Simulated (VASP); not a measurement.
# Pt (Fm-3m) in VASP: further runs

The runs below take Pt through single point, with PBEsol.

Everything below comes from runs of VASP 6.6.1. Logs are shortened: lines on timing, memory, paths and dates and some standing lists are left out, and cuts for length are marked.

### Step 1. The cell of the first run

It takes space group Fm-3m (No. 225, cubic). Conventional cell: a = 3.918 Å, b = 3.918 Å, c = 3.918 Å, α = 90.00°, β = 90.00°, γ = 90.00°. Within 3.7 Å of Pt (site symmetry m-3m) lie 12 Pt at 2.77 Å.

### Step 2. Single point, PBEsol, collinear spin (15.04 Å³/atom)

Contents of INCAR:

```
SYSTEM = Pt
PREC = Accurate ; ENCUT = 520
EDIFF = 1E-7 ; ISMEAR = 0
SIGMA = 0.15 ; LREAL = .False.
LASPH = .True. ; NELM = 150
ALGO = Normal ; ISIF = 2
LWAVE = .False. ; LCHARG = .False.
ISPIN = 2 ; MAGMOM = 0.1
LORBIT = 11 ; NUPDOWN = 0.1
LMAXMIX = 4 ; GGA = PS
NBANDS = 15
```

Contents of KPOINTS:

```
Automatic mesh
0
Gamma
  22 22 22
  0 0 0
```

Contents of POSCAR:

```
Pt
1.0
    0.0000000000      1.9589709028      1.9589709028
    1.9589709028      0.0000000000      1.9589709028
    1.9589709028      1.9589709028      0.0000000000
Pt
1
Direct
    0.0000000000      0.0000000000      0.0000000000
```

Potentials or basis: VASP PAW PBE potentials, release 64 (Pt).

Run with:

```
cat potpaw_PBE.64/Pt/POTCAR > POTCAR
mpirun -np 1 vasp_std > vasp.out
```

OUTCAR:

```text
SYSTEM = Pt
   PREC = Accurate
   ENCUT = 520
   EDIFF = 1E-7
   ISMEAR = 0
   LREAL = .False.
   LASPH = .True.
   NELM = 150
   ISIF = 2
   ISPIN = 2
   LORBIT = 11
   NUPDOWN = 0.1
   GGA = PS

 ion  position               nearest neighbor table
   1  0.000  0.000  0.000-

  LATTYP: Found a face centered cubic cell.
 ALAT       =     3.9179418056

  Lattice vectors:

 A1 = (   0.0000000000,   1.9589709028,   1.9589709028)
 A2 = (   1.9589709028,   0.0000000000,   1.9589709028)
 A3 = (   1.9589709028,   1.9589709028,   0.0000000000)

Analysis of symmetry for initial positions (statically):
=====================================================================
 Subroutine PRICEL returns:
 Original cell was already a primitive cell.

 Routine SETGRP: Setting up the symmetry group for a
 face centered cubic supercell.

 Subroutine GETGRP returns: Found 48 space group operations
 (whereof 48 operations were pure point group operations)
 out of a pool of 48 trial point group operations.

The static configuration has the point symmetry O_h .

Analysis of symmetry for dynamics (positions and initial velocities):
=====================================================================
 Subroutine PRICEL returns:
 Original cell was already a primitive cell.

 Routine SETGRP: Setting up the symmetry group for a
 face centered cubic supercell.

 Subroutine GETGRP returns: Found 48 space group operations
 (whereof 48 operations were pure point group operations)
 out of a pool of 48 trial point group operations.

The dynamic configuration has the point symmetry O_h .

Analysis of structural, dynamic, and magnetic symmetry:
=====================================================================
 Subroutine PRICEL returns:
 Original cell was already a primitive cell.

 Routine SETGRP: Setting up the symmetry group for a
 face centered cubic supercell.

 Subroutine GETGRP returns: Found 48 space group operations
 (whereof 48 operations were pure point group operations)
 out of a pool of 48 trial point group operations.

The overall configuration has the point symmetry O_h .

 Subroutine INISYM returns: Found 48 space group operations
 (whereof 48 operations are pure point group operations),
 and found     1 'primitive' translations

----------------------------------------------------------------------------------------

                                     Primitive cell

  volume of cell :      15.0354

  direct lattice vectors                    reciprocal lattice vectors
     0.000000000  1.958970903  1.958970903    -0.255236052  0.255236052  0.255236052
     1.958970903  0.000000000  1.958970903     0.255236052 -0.255236052  0.255236052
     1.958970903  1.958970903  0.000000000     0.255236052  0.255236052 -0.255236052

  length of vectors
     2.770403219  2.770403219  2.770403219     0.442081811  0.442081811  0.442081811

  position of ions in fractional coordinates (direct lattice)
     0.000000000  0.000000000  0.000000000

  ion indices of the primitive-cell ions
   primitive index   ion index
                 1           1

----------------------------------------------------------------------------------------

 KPOINTS: Automatic mesh

Automatic generation of k-mesh.
 Grid dimensions read from file:
 generate k-points for:   22   22   22

 Generating k-lattice:

  Cartesian coordinates                     Fractional coordinates (reciprocal lattice)
    -0.011601639  0.011601639  0.011601639     0.045454545  0.000000000  0.000000000
     0.011601639 -0.011601639  0.011601639     0.000000000  0.045454545  0.000000000
     0.011601639  0.011601639 -0.011601639     0.000000000  0.000000000  0.045454545

  Length of vectors
     0.020094628  0.020094628  0.020094628

  Shift w.r.t. Gamma in fractional coordinates (k-lattice)
     0.000000000  0.000000000  0.000000000

 Subroutine IBZKPT returns following result:
 ===========================================

 Found    328 irreducible k-points:

 Following reciprocal coordinates:
            Coordinates               Weight
  0.000000  0.000000  0.000000      1.000000
  0.045455  0.000000  0.000000      8.000000
  0.090909  0.000000  0.000000      8.000000
  0.136364  0.000000  0.000000      8.000000
  0.181818  0.000000  0.000000      8.000000
  0.227273  0.000000  0.000000      8.000000
[... 16 lines left out ...]
  0.500000  0.045455  0.000000     24.000000
 -0.454545  0.045455  0.000000     24.000000
 [... further k-points ...]
   k-points           NKPTS =    328   k-points in BZ     NKDIM =    328   number of bands    NBANDS=     15
   number of dos      NEDOS =    301   number of ions     NIONS =      1
   total plane-waves  NPLWV =  13824
   dimension x,y,z NGX =    24 NGY =   24 NGZ =   24
   dimension x,y,z NGXF=    48 NGYF=   48 NGZF=   48
   ions per type =               1
   NGX,Y,Z   is equivalent  to a cutoff of  14.40, 14.40, 14.40 a.u.
   NGXF,Y,Z  is equivalent  to a cutoff of  28.80, 28.80, 28.80 a.u.
 SYSTEM =  Pt
   PREC   = accura    normal or accurate (medium, high low for compatibility)
   ISTART =      0    job   : 0-new  1-cont  2-samecut
   ICHARG =      2    charge: 1-file 2-atom 10-const
   ISPIN  =      2    spin polarized calculation?
   LNONCOLLINEAR =      F non collinear calculations
   LSORBIT =      F    spin-orbit coupling
   LASPH  =      T    aspherical Exc in radial PAW
   ENCUT  =  520.0 eV  38.22 Ry    6.18 a.u.   5.15  5.15  5.15*2*pi/ulx,y,z
   NELM   =    150;   NELMIN=  2; NELMDL= -5     # of ELM steps
   EDIFF  = 0.1E-06   stopping-criterion for ELM
   LREAL  =      F    real-space projection
   EDIFFG = 0.1E-05   stopping-criterion for IOM
   NSW    =      0    number of steps for IOM
   IBRION =     -1    ionic relax: 0-MD 1-quasi-New 2-CG
   NFREE  =      0    steps in history (QN), initial steepest desc. (CG)
   ISIF   =      2    stress and relaxation
   ISYM   =      2    0-nonsym 1-usesym 2-fastsym
   POTIM  = 0.5000    time-step for ionic-motion
   TEBEG  =    0.0;   TEEND  =   0.0 temperature during run
   PSTRESS=    0.0 pullay stress
   NELECT =      10.0000    total number of electrons
   NUPDOWN=       0.1000    fix difference up-down
   EMIN   =  10.00;   EMAX   =-10.00  energy-range for DOS
   EFERMI =   0.00;   METHOD = LEGACY
   ISMEAR =     0;   SIGMA  =   0.15  broadening in eV -4-tet -1-fermi 0-gaus
   EFERMI_NEDOS =   21; number of points for ismear=-14 and -15
   IALGO  =     38    algorithm
   IMIX   =      4    mixing-type and parameters
     AMIX     =   0.40;   BMIX     =  1.00
     AMIX_MAG =   1.60;   BMIX_MAG =  1.00
  volume/ion in A,a.u.               =      15.04       101.46
  Fermi-wavevector in a.u.,A,eV,Ry     =   1.429015  2.700447 27.784245  2.042084
  Thomas-Fermi vector in A             =   2.549015
   LORBIT       =     11    0 simple, 1 ext, 2 COOP (PROOUT), +10 PAW based schemes
   GGA     = PS    functional components
   LHFCALC =     F    Hartree Fock is set to
   AEXX    =    0.0000 exact exchange contribution
   IVDW    =     0    specifies the selected vdW correction
   LEPSILON=     F    determine dielectric tensor
   LRPA    =     F    only Hartree local field effects (RPA)
 spin polarized calculation
 Gauss-broadening in eV      SIGMA  =   0.15
  energy-cutoff  :      520.00
  volume of cell :       15.04
 maximum number of plane-waves:       419
 NGX is ok and might be reduce to    24
   NGX = 11   NGY = 11   NGZ = 11

 number of electron      10.0000000 magnetization       0.1000000

 Free energy of the ion-electron system (eV)
  ---------------------------------------------------
  ext. energy  EPLUGINS =         0.00000000
  ---------------------------------------------------
  free energy    TOTEN  =        -6.97433345 eV

  energy without entropy =       -6.95442386  energy(sigma->0) =       -6.96437865

 E-fermi :  11.1362     XC(G=0): -13.6458

 val. band max:       11.1695525409   @ k =   0.5000   0.0455   0.0000
 cond. band min:      11.1373952574   @ k =  -0.4545   0.0455   0.0000
 fundamental gap:     -0.0321572835
 Fermi energy:        11.1746367706

 spin component 1

 k-point     1 :       0.0000    0.0000    0.0000
  band No.  band energies     occupation
      1       0.8161      1.00000
      2       7.2979      1.00000
      3       7.2979      1.00000
      4       7.2979      1.00000
      5       9.4906      1.00000
      6       9.4906      1.00000
      7      25.7636      0.00000
      8      30.7393      0.00000
      9      30.7393      0.00000
     10      30.7393      0.00000
     11      36.0548      0.00000
     12      43.3228      0.00000
     13      43.3228      0.00000
     14      43.3228      0.00000
     15      43.3954      0.00000
[... 397 lines left out ...]
 k-point    24 :      -0.4545    0.0455    0.0000
  band No.  band energies     occupation
      1       3.7993      1.00000
      2       7.2023      1.00000
      3       7.3020      1.00000
      4       9.8935      1.00000
      5      11.0638      0.85190
      6      11.7501      0.00000
      7      17.1728      0.00000
      8      25.4826      0.00000
      9      29.8218      0.00000
     10      30.2674      0.00000
     11      39.1792      0.00000
     12      39.5486      0.00000
     13      40.7844      0.00000
     14      43.8331      0.00000
     15      43.9084      0.00000

 [... further k-points ...]

 spin component 2

 k-point     1 :       0.0000    0.0000    0.0000
  band No.  band energies     occupation
      1       0.8328      1.00000
      2       7.3654      1.00000
      3       7.3654      1.00000
      4       7.3654      1.00000
      5       9.5532      1.00000
      6       9.5532      1.00000
      7      25.7766      0.00000
      8      30.7513      0.00000
      9      30.7513      0.00000
     10      30.7513      0.00000
     11      36.0541      0.00000
     12      43.3464      0.00000
     13      43.3464      0.00000
     14      43.3464      0.00000
     15      43.4942      0.00000
[... 397 lines left out ...]
 k-point    24 :      -0.4545    0.0455    0.0000
  band No.  band energies     occupation
      1       3.8430      1.00000
      2       7.2615      1.00000
      3       7.3618      1.00000
      4       9.9232      1.00000
      5      11.1374      0.49538
      6      11.8047      0.00000
      7      17.2273      0.00000
      8      25.4916      0.00000
      9      29.8450      0.00000
     10      30.2907      0.00000
     11      39.1967      0.00000
     12      39.5662      0.00000
     13      40.8040      0.00000
     14      43.9358      0.00000
     15      44.0109      0.00000

 [... further k-points ...]
[... 5 lines left out ...]
  --------------------------------------------------------------------------------------
  -------------------------------------------------------------------------------------
  Total       -0.0251807     -0.0251807     -0.0251807      0.0000000      0.0000000     -0.0000000
  in kB       -2.6832695     -2.6832695     -2.6832695      0.0000000      0.0000000     -0.0000000
  external PRESSURE =      -2.6832695 kB  Pullay stress =       0.0000000 kB

 VOLUME and BASIS-vectors are now :
 -----------------------------------------------------------------------------
  energy-cutoff  :      520.00
  volume of cell :       15.04
      direct lattice vectors                 reciprocal lattice vectors
     0.000000000  1.958970903  1.958970903    -0.255236052  0.255236052  0.255236052
     1.958970903  0.000000000  1.958970903     0.255236052 -0.255236052  0.255236052
     1.958970903  1.958970903  0.000000000     0.255236052  0.255236052 -0.255236052

 POSITION                                       TOTAL-FORCE (eV/Angst)
 -----------------------------------------------------------------------------------
      0.00000      0.00000      0.00000        -0.000000      0.000000     -0.000000
 -----------------------------------------------------------------------------------
    total drift:                               -0.000000     -0.000000      0.000000

  FREE ENERGIE OF THE ION-ELECTRON SYSTEM (eV)
  ---------------------------------------------------
  free  energy   TOTEN  =        -6.9743334538 eV

  energy  without entropy=       -6.9544238554  energy(sigma->0) =       -6.96437865

 total charge

# of ion       s       p       d       tot
------------------------------------------
    1        0.635   0.619   8.038   9.292

 magnetization (x)

# of ion       s       p       d       tot
------------------------------------------
    1       -0.000  -0.001   0.101   0.099
```

It took 100 s on 1 thread of AMD EPYC 9R45 (Zen 5), shared host; peak memory 0.2 GiB.

What came out:

```
Free energy                                           : -6.9743 eV
Pressure                                              : -0.3 GPa
Net moment                                            : 0.10 μB per cell
Site moments                                          : Pt +0.10 μB
Valence electrons inside the program's atomic spheres : Pt 9.29
```

Caveat: the PAW data sets were made with another functional, which shifts forces and pressure a little; spin-orbit coupling is left out, which moves the levels of the heavy elements; the total moment is fixed, so each spin has its own Fermi level.

### Step 3. Single point, PBEsol, collinear spin (16.39 Å³/atom)

This run uses another cell than the first one, of 16.39 Å³/atom.

Contents of INCAR:

```
SYSTEM = Pt
PREC = Accurate
ENCUT = 520
EDIFF = 1E-7
ISMEAR = 0
SIGMA = 0.15
LREAL = .FALSE.
LASPH = .TRUE.
NELM = 150
ALGO = Normal
ISIF = 2
LWAVE = .FALSE.
LCHARG = .TRUE.
ISPIN = 2
MAGMOM = 0.25
LORBIT = 11
NUPDOWN = 0.25
LMAXMIX = 4
GGA = PS
LELF = .TRUE.
LVHAR = .TRUE.
NBANDS = 15
```

Contents of KPOINTS:

```
regular mesh
0
G
  22 22 22
  0 0 0
```

Contents of POSCAR:

```
Pt
1.0
    0.0000000000      2.0160787243      2.0160787243
    2.0160787243      0.0000000000      2.0160787243
    2.0160787243      2.0160787243      0.0000000000
Pt
1
Direct
    0.0000000000      0.0000000000      0.0000000000
```

Potentials or basis: VASP PAW PBE potentials, release 64 (Pt).

Run with:

```
cat potpaw_PBE.64/Pt/POTCAR > POTCAR
mpirun -np 1 vasp_std > vasp.out
```

OUTCAR:

```text
SYSTEM = Pt
   PREC = Accurate
   ENCUT = 520
   EDIFF = 1E-7
   ISMEAR = 0
   LREAL = .FALSE.
   LASPH = .TRUE.
   NELM = 150
   ISIF = 2
   ISPIN = 2
   LORBIT = 11
   NUPDOWN = 0.25
   GGA = PS

 ion  position               nearest neighbor table
   1  0.000  0.000  0.000-

  LATTYP: Found a face centered cubic cell.
 ALAT       =     4.0321574486

  Lattice vectors:

[... 1068 lines left out ...]
     15      42.4518      0.00000

 [... further k-points ...]
[... 5 lines left out ...]
  --------------------------------------------------------------------------------------
  -------------------------------------------------------------------------------------
  Total       -2.0100181     -2.0100181     -2.0100181      0.0000000      0.0000000     -0.0000000
  in kB     -196.4979795   -196.4979795   -196.4979795      0.0000000      0.0000000     -0.0000000
  external PRESSURE =    -196.4979795 kB  Pullay stress =       0.0000000 kB

 VOLUME and BASIS-vectors are now :
 -----------------------------------------------------------------------------
  energy-cutoff  :      520.00
  volume of cell :       16.39
      direct lattice vectors                 reciprocal lattice vectors
     0.000000000  2.016078724  2.016078724    -0.248006188  0.248006188  0.248006188
     2.016078724  0.000000000  2.016078724     0.248006188 -0.248006188  0.248006188
     2.016078724  2.016078724  0.000000000     0.248006188  0.248006188 -0.248006188

 POSITION                                       TOTAL-FORCE (eV/Angst)
 -----------------------------------------------------------------------------------
      0.00000      0.00000      0.00000         0.000000      0.000000      0.000000
 -----------------------------------------------------------------------------------
    total drift:                               -0.000000      0.000000      0.000000

  FREE ENERGIE OF THE ION-ELECTRON SYSTEM (eV)
  ---------------------------------------------------
  free  energy   TOTEN  =        -6.8789779841 eV

  energy  without entropy=       -6.8577540401  energy(sigma->0) =       -6.86836601

 total charge

# of ion       s       p       d       tot
------------------------------------------
    1        0.591   0.515   7.975   9.081

 magnetization (x)

# of ion       s       p       d       tot
------------------------------------------
    1       -0.001  -0.004   0.254   0.250
```

OSZICAR:

```text
N       E                     dE             d eps       ncg     rms          rms(c)
DAV:   1     0.417758878858E+02    0.41776E+02   -0.47037E+03 19848   0.580E+02
DAV:   2    -0.658885710874E+01   -0.48365E+02   -0.46092E+02 25931   0.152E+02
DAV:   3    -0.733926658431E+01   -0.75041E+00   -0.74725E+00 26148   0.171E+01
DAV:   4    -0.734201119632E+01   -0.27446E-02   -0.27444E-02 24454   0.120E+00
DAV:   5    -0.734203062365E+01   -0.19427E-04   -0.19427E-04 26138   0.878E-02    0.105E+01
DAV:   6    -0.691652332659E+01    0.42551E+00   -0.96612E-01 28486   0.599E+00    0.533E+00
DAV:   7    -0.688273642837E+01    0.33787E-01   -0.11990E-01 28444   0.201E+00    0.248E+00
DAV:   8    -0.687910531069E+01    0.36311E-02   -0.24631E-03 24349   0.357E-01    0.983E-01
DAV:   9    -0.687900514979E+01    0.10016E-03   -0.14414E-04 27668   0.837E-02    0.195E-01
DAV:  10    -0.687897576491E+01    0.29385E-04   -0.42983E-05 24846   0.436E-02    0.109E-02
DAV:  11    -0.687897730783E+01   -0.15429E-05   -0.14266E-06 27210   0.640E-03    0.148E-02
DAV:  12    -0.687897791745E+01   -0.60962E-06   -0.33057E-07 25826   0.406E-03    0.187E-03
DAV:  13    -0.687897798410E+01   -0.66643E-07   -0.16556E-08 20340   0.877E-04
   1 F= -.68789780E+01 E0= -.68683660E+01  d E =-.212239E-01  mag=     0.2500
```

stdout:

```text
POSCAR found type information on POSCAR Pt
 POSCAR found :  1 types and       1 ions
 scaLAPACK will be used
 -----------------------------------------------------------------------------
|                                                                             |
|                                                                             |
|     You enforced a specific xc type in the INCAR file but a different       |
|     I HOPE YOU KNOW WHAT YOU ARE DOING!                                     |
|                                                                             |
 -----------------------------------------------------------------------------

 LDA part: xc-table for (Slater+PW92), standard interpolation
 POSCAR, INCAR and KPOINTS ok, starting setup
 FFT: planning ... GRIDC
 FFT: planning ... GRID_SOFT
 FFT: planning ... GRID
 WAVECAR not read
 entering main loop
```

Run time: 3.5 min. Hardware: 1 thread of Intel Xeon 8259CL, shared host; peak memory 0.25 GiB.

What came out:

```
Free energy                                           : -6.8790 eV
Pressure                                              : -19.6 GPa
Net moment                                            : 0.25 μB per cell
Site moments                                          : Pt +0.25 μB
Valence electrons inside the program's atomic spheres : Pt 9.08
```

Caveat: the cell stands under tension; the PAW data sets were made with another functional, which shifts forces and pressure a little; spin-orbit coupling is left out, which moves the levels of the heavy elements; the total moment is fixed, so each spin has its own Fermi level.
